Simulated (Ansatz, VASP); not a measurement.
Li2ZrP2 in VASP and in Ansatz

Contents of INCAR:

```
ALGO = Normal
EDIFF = 1E-6
ENCUT = 520
GGA = PE
ISIF = 2
ISMEAR = 0
LASPH = T
LCHARG = F
LREAL = F
LWAVE = F
NBANDS = 22
NELM = 100
PREC = Accurate
SIGMA = 0.1
```

KPOINTS

```
k-points
0
Gamma
  6 6 6
```

The input POSCAR:

```
Li2ZrP2
1.0
   -1.9126432226      1.9126432226      5.0183213267
    1.9126432226     -1.9126432226      5.0183213267
    1.9126432226      1.9126432226     -5.0183213267
Li Zr P
2 1 2
Direct
    0.2500000000      0.7500000000      0.5000000000
    0.7500000000      0.2500000000      0.5000000000
    0.0000000000      0.0000000000      0.0000000000
    0.6260000000      0.6260000000      0.0000000000
    0.3740000000      0.3740000000      0.0000000000
```

Input for Ansatz:

```yaml
crystal:
  lattice:
    - [-1.9126432226, 1.9126432226, 5.0183213267]
    - [1.9126432226, -1.9126432226, 5.0183213267]
    - [1.9126432226, 1.9126432226, -5.0183213267]
  atoms:
    - { symbol: Li, position: [0.25, 0.75, 0.5] }
    - { symbol: Li, position: [0.75, 0.25, 0.5] }
    - { symbol: Zr, position: [0.0, 0.0, 0.0] }
    - { symbol: P, position: [0.626, 0.626, 0.0] }
    - { symbol: P, position: [0.374, 0.374, 0.0] }
basis:
  ecutwfc: 420
kpoints:
  mp_grid: { grid: [6, 6, 6] }
hamiltonian:
  xc: pbe
scf:
  occupations: { method: gaussian, width: 0.1 }
  lower_state_search: "off"
output:
  forces: true
  stress: true
  eigenvalues: true
```

Alike in both runs: task single point; functional PBE; k mesh 6 × 6 × 6; occupations gaussian, width 0.1 eV; no spin polarisation.

```csv
,VASP,Ansatz
version,VASP 6.6.1,Ansatz 0.2.0
potentials or method,"VASP PAW PBE potentials, release 64 (Li_sv, Zr_sv, P), cutoff 520 eV","scalar-relativistic, plane waves, PAW"
valence electrons in the cell,28,28
```

```csv
,VASP,Ansatz,Ansatz less VASP
gap on the k mesh at the Fermi level (eV),none,none,-
rms of the force components (eV/Å),0.708,0.698,-0.0099
```

Atom by atom the forces differ by 0.010 eV/Å (rms over components). A gap of «none» marks a metal or a gap that the smearing closes.

The k mesh is coarse, so the values compare programs but aren't converged. Noted on VASP's run: the cutoff is short for stress, so the pressure is rough.
